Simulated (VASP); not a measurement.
Nb: electric field gradients with LDA

The system is Nb.

```xyz
1
Lattice="0.0000 2.1220 2.1220 2.1220 0.0000 2.1220 2.1220 2.1220 0.0000" Properties=species:S:1:pos:R:3 pbc="T T T"
Nb    0.0000    0.0000    0.0000
```

This cell differs from its parent crystal: volume scaled by 1.01.

| Item | Value |
| --- | --- |
| Program | VASP 6.6.1 |
| Task | electric field gradients |
| Functional | LDA |
| Potentials or basis | VASP PAW LDA potentials, release 64 (Nb_sv) |
| Cutoff | 520 eV |
| k mesh | 13 × 13 × 13 |
| Occupations | fermi-dirac, width 0.03 eV |
| Spin | no spin polarisation |
| Dipole correction | no |
| Further INCAR settings | ALGO = Normal; EDIFF = 1e-08; NBANDS = 12 |

```
Pressure : -11.8 GPa
```

Levels at points of the mesh, in eV from the Fermi level:
```
           k point  band 3  band 4  band 5  band 6  band 7  band 8  band 9  band 10
(0.00, 0.00, 0.00)  -30.05  -30.05   -6.12    0.12    0.12    0.12    2.63     2.63
```

Run time: 8.9 s on 1 thread of Intel(R) Xeon(R) 6975P-C (Granite Rapids), on a shared host, peak memory 0.13 GiB.

Caveat: without QUAD_EFG the Cq values of the log hold for a quadrupole moment of 1 mb, not for the nuclei.
